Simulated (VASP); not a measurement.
KBr:

```
CELL_PARAMETERS angstrom
3.96323 0.00000 0.00000
0.00000 3.96323 0.00000
0.00000 0.00000 3.96323
ATOMIC_POSITIONS crystal
K 0.00000 0.00000 0.00000
Br 0.50000 0.50000 0.50000
```

- Program: VASP 6.6.1
- Task: relaxation of cell and atoms
- Functional: PBE
- Potentials or basis: VASP PAW PBE potentials, release 64 (K_sv, Br)
- Cutoff: 600 eV
- k mesh: 6 × 6 × 6
- Occupations: fermi-dirac, width 0.02 eV
- Spin: no spin polarisation

At the start: pressure 1.1 GPa; volume 31.13 Å³/atom.

Question: How do energy, volume and symmetry change on relaxing?

Answer: Over 4 steps the energy falls by 6.0 meV/atom and the volume is 33.04 Å³/atom (+6.1 %); space group Pm-3m (No. 221, to 0.05 Å).

Step by step:
```
step  energy change (eV)  largest force (eV/Å)  pressure (GPa)  volume (Å³)
   1              0.0000                0.0000            1.07        62.25
   2             -0.0092                0.0000            0.49        64.15
   3             -0.0120                0.0000           -0.05        66.27
   4             -0.0121                0.0000            0.00        66.07
```

Final structure:
```
K Br
1.0
     4.04271    0.00000    0.00000
     0.00000    4.04271    0.00000
     0.00000    0.00000    4.04271
K Br
1 1
Direct
  0.00000 0.00000 0.00000
  0.50000 0.50000 0.50000
```
